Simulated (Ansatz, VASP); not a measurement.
Two plane-wave programs on BN

POSCAR

```
BN
1.0
    2.6202855191      0.0000000000      0.0000000000
   -1.3101427595      2.2692338247      0.0000000000
    0.0000000000      0.0000000000      4.0815125866
B N
2 2
Direct
    0.6666666667      0.3333333333      0.9997995909
    0.3333333333      0.6666666667      0.4997995909
    0.6666666667      0.3333333333      0.6252004091
    0.3333333333      0.6666666667      0.1252004091
```

The input INCAR.step1:

```
SYSTEM = BN
  PREC = Accurate
  ENCUT = 520
  ISMEAR = 0
  SIGMA = 0.05
  LREAL = .False.
  LASPH = .True.
  NELM = 100
  NBANDS = 16
  GGA = PE
  ALGO = Normal
  EDIFF = 1E-4
  LWAVE = .True.
  LCHARG = .False.
```

INCAR.step2

```
SYSTEM = BN
  PREC = Accurate
  ENCUT = 520
  EDIFF = 1E-7
  ISMEAR = 0
  SIGMA = 0.05
  LREAL = .False.
  LASPH = .True.
  NELM = 100
  ALGO = Normal
  ISIF = 2
  LWAVE = .False.
  LCHARG = .True.
  METAGGA = R2SCAN
  LMIXTAU = .True.
  LELF = .True.
  LVHAR = .True.
  NBANDS = 16
  ISTART = 1
```

File KPOINTS:

```
Automatic mesh
0
Gamma
  12 12 6
  0 0 0
```

Input for Ansatz:

```yaml
crystal:
  lattice:
    - [2.6202855191, 0.0, 0.0]
    - [-1.3101427595, 2.2692338247, 0.0]
    - [0.0, 0.0, 4.0815125866]
  atoms:
    - { symbol: B, position: [0.6666666667, 0.3333333333, 0.9997995909] }
    - { symbol: B, position: [0.3333333333, 0.6666666667, 0.4997995909] }
    - { symbol: "N", position: [0.6666666667, 0.3333333333, 0.6252004091] }
    - { symbol: "N", position: [0.3333333333, 0.6666666667, 0.1252004091] }
basis:
  ecutwfc: 500
kpoints:
  mp_grid: { grid: [12, 12, 6] }
hamiltonian:
  xc: r2scan
scf:
  occupations: { method: gaussian, width: 0.05 }
output:
  forces: true
  stress: true
  eigenvalues: true
```

Change from the starting cell: strain +0.030 along x and y, -0.030 along z, atoms carried along.

Alike in both runs: task single point; functional r2SCAN; k mesh 12 × 12 × 6; occupations gaussian, width 0.05 eV; no spin polarisation.

```csv
,VASP,Ansatz
version,VASP 6.6.1,Ansatz 0.2.0
potentials or method,"VASP PAW PBE potentials, release 64 (B, N), cutoff 520 eV","scalar-relativistic, plane waves, PAW"
valence electrons in the cell,16,16
```

Ansatz gave:

- gap on the k mesh at the Fermi level (eV): 5.98
- least direct gap on the mesh (eV): 8.30
- pressure (GPa): -8.7
- traceless stress, the component that is largest in VASP (GPa): 38.42
- rms of the force components (eV/Å): 0.055

Q: Estimate VASP's values.

A: gap on the k mesh at the Fermi level (eV): 5.95; least direct gap on the mesh (eV): 8.28; pressure (GPa): -7.6; traceless stress, the component that is largest in VASP (GPa): 38.63; rms of the force components (eV/Å): 0.062.

VASP's potentials were made for PBE, not for r2SCAN. Atom by atom the forces differ by 0.007 eV/Å (rms over components).
